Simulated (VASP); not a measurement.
Input of a VASP 6.6.1 run:

Contents of INCAR:

```
ALGO = Normal
EDIFF = 1E-6
ENCUT = 520
GGA = PE
ISIF = 2
ISMEAR = 0
ISPIN = 2
LASPH = True
LCHARG = False
LMAXMIX = 4
LORBIT = 11
LREAL = False
LWAVE = False
MAGMOM = 0 0 1 1 1 1 1 1 1 1
NBANDS = 44
NELM = 150
PREC = Accurate
SIGMA = 0.1
```

KPOINTS

```
k-points
0
Gamma
  4 4 4
```

Contents of POSCAR:

```
YCdC4N4
1.0
    6.5478013273      0.0000000000      0.0000000000
    0.0000000000      6.5478013273      0.0000000000
    0.0000000000      0.0000000000      6.5478013273
Y Cd C N
1 1 4 4
Direct
    0.5000000000      0.5000000000      0.5000000000
    0.0000000000      0.0000000000      0.0000000000
    0.1960346444      0.1960346444      0.1960346444
    0.1960346444      0.8039653556      0.8039653556
    0.8039653556      0.1960346444      0.8039653556
    0.8039653556      0.8039653556      0.1960346444
    0.2997816500      0.2997816500      0.2997816500
    0.2997816500      0.7002183500      0.7002183500
    0.7002183500      0.2997816500      0.7002183500
    0.7002183500      0.7002183500      0.2997816500
```

Potentials or basis: VASP PAW PBE potentials, release 64 (Y_sv, Cd, C, N).

Run with:

```sh
$ cat potpaw_PBE.64/Y_sv/POTCAR potpaw_PBE.64/Cd/POTCAR potpaw_PBE.64/C/POTCAR potpaw_PBE.64/N/POTCAR > POTCAR
$ mpirun -np 1 vasp_std > vasp.out
```

**Question.** What does it give for the largest force?

**Answer.** 0.252 eV/Å.

**Question.** Estimate the net moment.

**Answer.** 1.00 μB per cell.

**Question.** Estimate the pressure.

**Answer.** 0.4 GPa.

Forces in eV/Å, atoms in the order of the input:
```
Y    0.000  0.000  0.000
Cd   0.000  0.000  0.000
C   -0.139 -0.139 -0.139
C   -0.139  0.139  0.139
C    0.139 -0.139  0.139
C    0.139  0.139 -0.139
N    0.146  0.146  0.146
N    0.146 -0.146 -0.146
N   -0.146  0.146 -0.146
N   -0.146 -0.146  0.146
```
